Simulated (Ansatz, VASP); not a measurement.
# CaO in VASP and in Ansatz

```xyz
2
Lattice="0.0000 2.3537 2.3537 2.3537 0.0000 2.3537 2.3537 2.3537 0.0000" Properties=species:S:1:pos:R:3 pbc="T T T"
Ca    0.0000    0.0000    0.0000
O     2.3537    2.3537    2.3537
```

Alike in both runs: functional LDA; k mesh 8 × 8 × 8; occupations gaussian, width 0.02 eV; no spin polarisation.

Ansatz relaxed the structure, and its values are those at the end. VASP's run is a single point on that final structure, the one shown.

|  | VASP | Ansatz |
| --- | --- | --- |
| version | VASP 6.6.1 | Ansatz 0.2.0 |
| potentials or method | VASP PAW LDA potentials, release 64 (Ca_sv, O_h), cutoff 1340 eV | scalar-relativistic, plane waves, PAW |
| valence electrons in the cell | 16 | 16 |

|  | VASP | Ansatz | Ansatz less VASP |
| --- | --- | --- | --- |
| gap on the k mesh at the Fermi level (eV) | 3.42 | 3.45 | +0.026 |
| least direct gap on the mesh (eV) | 3.78 | 3.81 | +0.027 |
| pressure (GPa) | 0.9 | 0.0 | -0.95 |

Ansatz warns that its potentials were made for another functional, while VASP's fit it. LDA's correlation is that of Perdew and Zunger in VASP and of Perdew and Wang (1992) in Ansatz.
